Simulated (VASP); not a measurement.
# SnSe (P-1) in VASP: notebook

Runs on SnSe. Level: PBE+D3(BJ). Tasks: single point.

All numbers are computed with VASP 6.6.1; they aren't measurements. Logs are shortened: lines on timing, memory, paths and dates and some standing lists are left out, and cuts for length are marked.

## (1) The cell of the first run

The typed cell holds 8 atoms: a = 4.167 Å, b = 4.388 Å, c = 11.528 Å, α = 93.64°, β = 86.55°, γ = 90.00°.

## (2) Single point, PBE+D3(BJ)

File INCAR:

```
SYSTEM = SnSe
ALGO = Normal ; EDIFF = 1E-6
ENCUT = 520 ; GGA = PE
ISIF = 2 ; ISMEAR = 0
IVDW = 12 ; LASPH = .TRUE.
LCHARG = .FALSE. ; LREAL = .FALSE.
LWAVE = .FALSE. ; NBANDS = 50
NELM = 80 ; PREC = Accurate
SIGMA = 0.05
```

File KPOINTS:

```
k-points
0
G
  8 8 3
  0 0 0
```

File POSCAR:

```
SnSe
1.0
    0.0000000000     -4.1672321195      0.0000000000
    0.0000000000      0.0000000000     -4.3883961024
   11.4836155581     -0.6946775943      0.7315456303
Sn Se
4 4
Direct
    0.6470367621      1.0069074127      0.6176558965
    0.1862632379      0.1597925873      0.3823441035
    0.1029132379      0.5510309369      0.8823441035
    0.7303867621      0.6156690631      0.1176558965
    0.6904890749      0.5825182444      0.3569941520
    0.1428109251      0.5841817556      0.6430058480
    0.2261609251      0.0468463942      0.1430058480
    0.6071390749      1.1198536058      0.8569941520
```

Potentials or basis: VASP PAW PBE potentials, release 64 (Sn_d, Se).

Run with:

```sh
> cat potpaw_PBE.64/Sn_d/POTCAR potpaw_PBE.64/Se/POTCAR > POTCAR
> mpirun -np 1 vasp_std > vasp.out
```

OUTCAR:

```text
SYSTEM = SnSe
   EDIFF = 1E-6
   ENCUT = 520
   GGA = PE
   ISIF = 2
   ISMEAR = 0
   IVDW = 12
   LASPH = .TRUE.
   LREAL = .FALSE.
   NELM = 80
   PREC = Accurate
 IVDW          = 12

 ion  position               nearest neighbor table
   1  0.647  0.007  0.618-   8 2.77   6 2.82   6 2.82   2 3.51   2 3.51
   2  0.186  0.160  0.382-   7 2.77   5 2.82   5 2.82   1 3.51   1 3.51
   3  0.103  0.551  0.882-   6 2.77   8 2.82   8 2.82   4 3.04
   4  0.730  0.616  0.118-   5 2.77   7 2.82   7 2.82   3 3.04
   5  0.690  0.583  0.357-   4 2.77   2 2.82   2 2.82
   6  0.143  0.584  0.643-   3 2.77   1 2.82   1 2.82
   7  0.226  0.047  0.143-   2 2.77   4 2.82   4 2.82
   8  0.607  0.120  0.857-   1 2.77   3 2.82   3 2.82

  LATTYP: Found a triclinic cell.
 ALAT       =     4.1672321195
 B/A-ratio  =     1.4522262085
 C/A-ratio  =     4.0019548311
 COS(alpha) =     0.0229951419
 COS(beta)  =     0.5414104085
 COS(gamma) =     0.6885979568

  Lattice vectors:

 A1 = (   0.0000000000,   4.1672321195,   0.0000000000)
 A2 = (   0.0000000000,   4.1672321195,  -4.3883961024)
 A3 = ( -11.4836155581,   9.0291418333,   8.0452465745)

Analysis of symmetry for initial positions (statically):
=====================================================================
 Subroutine PRICEL returns:
 Original cell was already a primitive cell.

 Routine SETGRP: Setting up the symmetry group for a
 triclinic supercell.

 Subroutine GETGRP returns: Found  2 space group operations
 (whereof  1 operations were pure point group operations)
 out of a pool of  2 trial point group operations.

The static configuration has the point symmetry C_1 .
 The point group associated with its full space group is S_2 .

Analysis of symmetry for dynamics (positions and initial velocities):
=====================================================================
 Subroutine PRICEL returns:
 Original cell was already a primitive cell.

 Routine SETGRP: Setting up the symmetry group for a
 triclinic supercell.

 Subroutine GETGRP returns: Found  2 space group operations
 (whereof  1 operations were pure point group operations)
 out of a pool of  2 trial point group operations.

The dynamic configuration has the point symmetry C_1 .
 The point group associated with its full space group is S_2 .

 Subroutine INISYM returns: Found  2 space group operations
 (whereof  1 operations are pure point group operations),
 and found     1 'primitive' translations

----------------------------------------------------------------------------------------

                                     Primitive cell

  volume of cell :     210.0062

  direct lattice vectors                    reciprocal lattice vectors
     0.000000000 -4.167232120  0.000000000    -0.014516334 -0.239967434  0.000000000
     0.000000000  0.000000000 -4.388396102     0.014516334  0.000000000 -0.227873687
    11.483615558 -0.694677594  0.731545630     0.087080588  0.000000000  0.000000000

  length of vectors
     4.167232120  4.388396102 11.527842914     0.240406101  0.228335589  0.087080588

  position of ions in fractional coordinates (direct lattice)
     0.647036762  0.006907413  0.617655896
     0.186263238  0.159792587  0.382344104
     0.102913238  0.551030937  0.882344104
     0.730386762  0.615669063  0.117655896
     0.690489075  0.582518244  0.356994152
     0.142810925  0.584181756  0.643005848
     0.226160925  0.046846394  0.143005848
     0.607139075  0.119853606  0.856994152

  ion indices of the primitive-cell ions
   primitive index   ion index
                 1           1
                 2           2
                 3           3
                 4           4
                 5           5
                 6           6
                 7           7
                 8           8

----------------------------------------------------------------------------------------

 KPOINTS: k-points

Automatic generation of k-mesh.
 Grid dimensions read from file:
 generate k-points for:    8    8    3

 Generating k-lattice:

  Cartesian coordinates                     Fractional coordinates (reciprocal lattice)
    -0.001814542 -0.029995929  0.000000000     0.125000000  0.000000000  0.000000000
     0.001814542  0.000000000 -0.028484211     0.000000000  0.125000000  0.000000000
     0.029026863  0.000000000  0.000000000     0.000000000  0.000000000  0.333333333

  Length of vectors
     0.030050763  0.028541949  0.029026863

  Shift w.r.t. Gamma in fractional coordinates (k-lattice)
     0.000000000  0.000000000  0.000000000

 Subroutine IBZKPT returns following result:
 ===========================================

 Found     98 irreducible k-points:

 Following reciprocal coordinates:
            Coordinates               Weight
  0.000000  0.000000  0.000000      1.000000
  0.125000  0.000000 -0.000000      2.000000
  0.250000  0.000000 -0.000000      2.000000
  0.375000  0.000000 -0.000000      2.000000
  0.500000  0.000000 -0.000000      1.000000
  0.000000  0.125000  0.000000      2.000000
[... 16 lines left out ...]
  0.125000  0.375000 -0.000000      2.000000
  0.250000  0.375000 -0.000000      2.000000
 [... further k-points ...]
   k-points           NKPTS =     98   k-points in BZ     NKDIM =     98   number of bands    NBANDS=     50
   number of dos      NEDOS =    301   number of ions     NIONS =      8
   total plane-waves  NPLWV = 103680
   dimension x,y,z NGX =    32 NGY =   36 NGZ =   90
   dimension x,y,z NGXF=    64 NGYF=   72 NGZF=  180
   ions per type =               4   4
   NGX,Y,Z   is equivalent  to a cutoff of  12.77, 13.64, 12.98 a.u.
   NGXF,Y,Z  is equivalent  to a cutoff of  25.53, 27.28, 25.96 a.u.
 SYSTEM =  SnSe
   PREC   = accura    normal or accurate (medium, high low for compatibility)
   ISTART =      0    job   : 0-new  1-cont  2-samecut
   ICHARG =      2    charge: 1-file 2-atom 10-const
   ISPIN  =      1    spin polarized calculation?
   LNONCOLLINEAR =      F non collinear calculations
   LSORBIT =      F    spin-orbit coupling
   LASPH  =      T    aspherical Exc in radial PAW
   ENCUT  =  520.0 eV  38.22 Ry    6.18 a.u.   7.75  8.16 21.43*2*pi/ulx,y,z
   NELM   =     80;   NELMIN=  2; NELMDL= -5     # of ELM steps
   EDIFF  = 0.1E-05   stopping-criterion for ELM
   LREAL  =      F    real-space projection
[... 7 lines left out ...]
   TEBEG  =    0.0;   TEEND  =   0.0 temperature during run
   PSTRESS=    0.0 pullay stress
   NELECT =      80.0000    total number of electrons
   NUPDOWN=      -1.0000    fix difference up-down
   EMIN   =  10.00;   EMAX   =-10.00  energy-range for DOS
   EFERMI =   0.00;   METHOD = LEGACY
   ISMEAR =     0;   SIGMA  =   0.05  broadening in eV -4-tet -1-fermi 0-gaus
   EFERMI_NEDOS =   21; number of points for ismear=-14 and -15
   IALGO  =     38    algorithm
   IMIX   =      4    mixing-type and parameters
     AMIX     =   0.40;   BMIX     =  1.00
     AMIX_MAG =   1.60;   BMIX_MAG =  1.00
  volume/ion in A,a.u.               =      26.25       177.15
  Fermi-wavevector in a.u.,A,eV,Ry     =   1.186754  2.242640 19.162248  1.408386
  Thomas-Fermi vector in A             =   2.322920
   LORBIT       =      0    0 simple, 1 ext, 2 COOP (PROOUT), +10 PAW based schemes
   GGA     = PE    functional components
   LHFCALC =     F    Hartree Fock is set to
   AEXX    =    0.0000 exact exchange contribution
   IVDW    =    12    specifies the selected vdW correction
   LEPSILON=     F    determine dielectric tensor
   LRPA    =     F    only Hartree local field effects (RPA)
 non-spin polarized calculation
 Gauss-broadening in eV      SIGMA  =   0.05
  energy-cutoff  :      520.00
  volume of cell :      210.01
 maximum number of plane-waves:      5673
   NGX = 15   NGY = 17   NGZ = 43

 number of electron      80.0000012 magnetization

 Free energy of the ion-electron system (eV)
  ---------------------------------------------------
  ext. energy  EPLUGINS =         0.00000000
  ---------------------------------------------------
  free energy    TOTEN  =       -32.54296489 eV

  energy without entropy =      -32.54296489  energy(sigma->0) =      -32.54296489

 E-fermi :   5.8275     XC(G=0):  -9.7841

 val. band max:        5.6108215941   @ k =   0.0000  -0.3750   0.3333
 cond. band min:       6.0436326560   @ k =   0.0000   0.0000   0.0000
 fundamental gap:      0.4328110619
 Fermi energy:         5.8275204202

 k-point     1 :       0.0000    0.0000    0.0000
  band No.  band energies     occupation
      1     -15.8461      2.00000
      2     -15.8014      2.00000
      3     -15.7789      2.00000
      4     -15.7755      2.00000
      5     -15.7655      2.00000
      6     -15.7509      2.00000
[... 42 lines left out ...]
     49      10.1397      0.00000
     50      10.6909      0.00000

 k-point     2 :       0.1250    0.0000   -0.0000
  band No.  band energies     occupation
      1     -15.8461      2.00000
      2     -15.7988      2.00000
      3     -15.7804      2.00000
      4     -15.7728      2.00000
      5     -15.7678      2.00000
      6     -15.7516      2.00000
[... 42 lines left out ...]
     49      10.2031      0.00000
     50      10.2715      0.00000

 k-point     3 :       0.2500    0.0000   -0.0000
  band No.  band energies     occupation
      1     -15.8460      2.00000
      2     -15.7939      2.00000
      3     -15.7823      2.00000
      4     -15.7730      2.00000
      5     -15.7672      2.00000
      6     -15.7539      2.00000
[... 1102 lines left out ...]
     49       9.6401      0.00000
     50      10.0011      0.00000

 k-point    24 :       0.2500    0.3750   -0.0000
  band No.  band energies     occupation
      1     -15.8432      2.00000
      2     -15.7975      2.00000
      3     -15.7847      2.00000
      4     -15.7800      2.00000
      5     -15.7616      2.00000
      6     -15.7499      2.00000
[... 42 lines left out ...]
     49      10.6759      0.00000
     50      10.8472      0.00000

 [... further k-points ...]

------------------------ aborting loop because EDIFF is reached ----------------------------------------

 Edisp (eV)   -2.94743

 E8    (eV) :    -1.3295

  FORCE on cell =-STRESS in cart. coord.  units (eV):
  Direction    XX          YY          ZZ          XY          YZ          ZX
  --------------------------------------------------------------------------------------
  -------------------------------------------------------------------------------------
  Total       1.80545     0.51695    -0.38408     1.21865    -0.07997    -0.64992
  in kB      13.77412     3.94389    -2.93025     9.29732    -0.61011    -4.95838
  external pressure =        4.93 kB  Pullay stress =        0.00 kB

 VOLUME and BASIS-vectors are now :
 -----------------------------------------------------------------------------
  energy-cutoff  :      520.00
  volume of cell :      210.01
      direct lattice vectors                 reciprocal lattice vectors
     0.000000000 -4.167232120  0.000000000    -0.014516334 -0.239967434  0.000000000
     0.000000000  0.000000000 -4.388396102     0.014516334  0.000000000 -0.227873687
    11.483615558 -0.694677594  0.731545630     0.087080588  0.000000000  0.000000000

 POSITION                                       TOTAL-FORCE (eV/Angst)
 -----------------------------------------------------------------------------------
      7.09292     -3.12542      0.42153        -0.002526     -0.014983     -0.033277
      4.39069     -1.04181     -0.42153         0.002526      0.014983      0.033277
     10.13250     -1.04181     -1.77267        -0.603114     -0.237448     -0.032511
      1.35112     -3.12542     -2.61573         0.603114      0.237448      0.032511
      4.09958     -3.12542     -2.29516        -0.004775      0.010846     -0.024338
      7.38403     -1.04181     -2.09323         0.004775     -0.010846      0.024338
      1.64222     -1.04181     -0.10097         0.056691      0.106902     -0.215374
      9.84139     -3.12542      0.10097        -0.056691     -0.106902      0.215374
 -----------------------------------------------------------------------------------
    total drift:                                0.000003     -0.000012      0.000003

  FREE ENERGIE OF THE ION-ELECTRON SYSTEM (eV)
  ---------------------------------------------------
  free  energy   TOTEN  =       -35.4903941506 eV

  energy  without entropy=      -35.4903941506  energy(sigma->0) =      -35.49039415
```

It took 20 min on 1 thread of Oxide Virtual Turin-like, shared host; peak memory 0.83 GiB.

What came out:

```
Free energy                : -35.4904 eV
Pressure                   : 0.5 GPa
Largest force              : 0.649 eV/Å
Band gap on the k mesh     : 0.43 eV (least direct gap 0.72 eV)
Dispersion energy per atom : -0.368 eV
```

Forces on the atoms (eV/Å):
```
Sn  -0.003 -0.015 -0.033
Sn   0.003  0.015  0.033
Sn  -0.603 -0.237 -0.033
Sn   0.603  0.237  0.033
Se  -0.005  0.011 -0.024
Se   0.005 -0.011  0.024
Se   0.057  0.107 -0.215
Se  -0.057 -0.107  0.215
```

Stress tensor (GPa, compression positive):
```
 1.38  0.93 -0.50
 0.93  0.39 -0.06
-0.50 -0.06 -0.29
```

Levels at points of the mesh, in eV from the valence-band top:
```tsv
k point	band 38	band 39	band 40	band 41	band 42	band 43
(0.00, 0.00, 0.00)	-1.28	-0.69	-0.28	0.43	2.84	2.96
(0.50, 0.00, 0.00)	-0.91	-0.70	-0.26	0.74	1.01	1.34
(0.00, 0.50, 0.00)	-0.68	-0.21	-0.14	1.18	1.40	1.49
(0.50, 0.50, 0.00)	-2.02	-1.58	-1.46	2.31	2.81	2.86
```

Caveat: spin-orbit coupling is left out, which moves the levels of the heavy elements; an odd mesh through Γ misses points on the zone boundary, where band edges can lie.

## (3) Single point, PBE+D3(BJ)

This run uses another cell than the first one, of the same volume but with other edges.

File INCAR:

```
PREC = Accurate ; ENCUT = 520
EDIFF = 1E-6 ; ISMEAR = 0
SIGMA = 0.05 ; LREAL = F
LASPH = T ; NELM = 60
ALGO = Normal ; ISIF = 2
LWAVE = F ; LCHARG = F
GGA = PE ; IVDW = 12
NBANDS = 50
```

File KPOINTS:

```
Automatic mesh
0
Gamma
  8 8 3
```

File POSCAR:

```
SnSe
1.0
    0.0000000000     -4.1672321195      0.0000000000
    0.0000000000      0.0000000000     -4.3883961024
   11.4836155581     -2.7782936541      2.9257436815
Sn Se
4 4
Direct
    0.3382088138      1.3157353610      0.6176558965
   -0.0049088138      0.3509646390      0.3823441035
   -0.3382588138      0.9922029886      0.8823441035
    0.6715588138      0.6744970114      0.1176558965
    0.5119919989      0.7610153204      0.3569941520
   -0.1786919989      0.9056846796      0.6430058480
    0.1546580011      0.1183493182      0.1430058480
    0.1786419989      1.5483506818      0.8569941520
```

Potentials or basis: VASP PAW PBE potentials, release 64 (Sn_d, Se).

Run with:

```sh
> cat potpaw_PBE.64/Sn_d/POTCAR potpaw_PBE.64/Se/POTCAR > POTCAR
> mpirun -np 1 vasp_std > vasp.out
```

OUTCAR:

```text
PREC = Accurate
   ENCUT = 520
   EDIFF = 1E-6
   ISMEAR = 0
   LREAL = F
   LASPH = T
   NELM = 60
   ISIF = 2
   GGA = PE
   IVDW = 12
 IVDW          = 12

 ion  position               nearest neighbor table
   1  0.338  0.316  0.618-   8 2.77   6 2.82   6 2.82   2 3.51   2 3.51
   2  0.995  0.351  0.382-   7 2.77   5 2.82   5 2.82   1 3.51   1 3.51
   3  0.662  0.992  0.882-   6 2.77   8 2.82   8 2.82   4 3.48   4 3.62
   4  0.672  0.674  0.118-   5 2.77   7 2.82   7 2.82   3 3.48   3 3.62
   5  0.512  0.761  0.357-   4 2.77   2 2.82   2 2.82
   6  0.821  0.906  0.643-   3 2.77   1 2.82   1 2.82
   7  0.155  0.118  0.143-   2 2.77   4 2.82   4 2.82
   8  0.179  0.548  0.857-   1 2.77   3 2.82   3 2.82

  LATTYP: Found a triclinic cell.
 ALAT       =     4.1672321195
 B/A-ratio  =     1.4522262085
 C/A-ratio  =     3.5132783239
 COS(alpha) =     0.0368717348
 COS(beta)  =     0.4744002172
 COS(gamma) =     0.6885979568

  Lattice vectors:

 A1 = (   0.0000000000,   4.1672321195,   0.0000000000)
 A2 = (   0.0000000000,   4.1672321195,  -4.3883961024)
 A3 = ( -11.4836155581,   6.9455257736,   5.8510485233)
[... 194 lines left out ...]
 Fermi energy:         5.9486218268

 k-point     1 :       0.0000    0.0000    0.0000
  band No.  band energies     occupation
      1     -15.7359      2.00000
      2     -15.7210      2.00000
      3     -15.7111      2.00000
      4     -15.7086      2.00000
      5     -15.7048      2.00000
      6     -15.7039      2.00000
[... 1261 lines left out ...]
     49      10.2223      0.00000
     50      11.0221      0.00000

 [... further k-points ...]

------------------------ aborting loop because EDIFF is reached ----------------------------------------

 Edisp (eV)   -2.94480

 E8    (eV) :    -1.3279

  FORCE on cell =-STRESS in cart. coord.  units (eV):
  Direction    XX          YY          ZZ          XY          YZ          ZX
  --------------------------------------------------------------------------------------
  -------------------------------------------------------------------------------------
  Total       1.34728     0.40923     0.26044     0.74572    -0.22491    -0.03357
  in kB      10.27865     3.12210     1.98693     5.68926    -1.71589    -0.25612
  external pressure =        5.13 kB  Pullay stress =        0.00 kB

 VOLUME and BASIS-vectors are now :
 -----------------------------------------------------------------------------
  energy-cutoff  :      520.00
  volume of cell :      210.01
      direct lattice vectors                 reciprocal lattice vectors
     0.000000000 -4.167232120  0.000000000    -0.058056628 -0.239967434  0.000000000
     0.000000000  0.000000000 -4.388396102     0.058056628  0.000000000 -0.227873687
    11.483615558 -2.778293654  2.925743682     0.087080588  0.000000000  0.000000000

 POSITION                                       TOTAL-FORCE (eV/Angst)
 -----------------------------------------------------------------------------------
      7.09292     -3.12542      0.42153        -0.042928     -0.005716     -0.004236
      4.39069     -5.20904     -0.42153         0.042928      0.005716      0.004236
     10.13250     -5.20904     -1.77267        -0.202323      0.103576     -0.303737
      1.35112     -3.12542     -2.61573         0.202323     -0.103576      0.303737
      4.09958     -3.12542     -2.29516         0.054858      0.027647     -0.037645
      7.38403     -5.20904     -2.09323        -0.054858     -0.027647      0.037645
      1.64222     -1.04181     -0.10097         0.063806      0.231134     -0.204526
      9.84139     -3.12542      0.10097        -0.063806     -0.231134      0.204526
 -----------------------------------------------------------------------------------
    total drift:                                0.000010      0.000030     -0.000002

  FREE ENERGIE OF THE ION-ELECTRON SYSTEM (eV)
  ---------------------------------------------------
  free  energy   TOTEN  =       -35.5636036342 eV

  energy  without entropy=      -35.5636036335  energy(sigma->0) =      -35.56360363
```

It took 21 min on 1 thread of Oxide Virtual Turin-like, shared host; peak memory 0.84 GiB.

What came out:

```
Free energy                : -35.5636 eV
Pressure                   : 0.5 GPa
Largest force              : 0.379 eV/Å
Band gap on the k mesh     : 0.37 eV (least direct gap 0.56 eV)
Dispersion energy per atom : -0.368 eV
```

Forces in eV/Å, atoms in the order of the input:
```
Sn  -0.043 -0.006 -0.004
Sn   0.043  0.006  0.004
Sn  -0.202  0.104 -0.304
Sn   0.202 -0.104  0.304
Se   0.055  0.028 -0.038
Se  -0.055 -0.028  0.038
Se   0.064  0.231 -0.205
Se  -0.064 -0.231  0.205
```

Caveat: spin-orbit coupling is left out, which moves the levels of the heavy elements; an odd mesh through Γ misses points on the zone boundary, where band edges can lie.

(Part 1 of 2 ends here.)
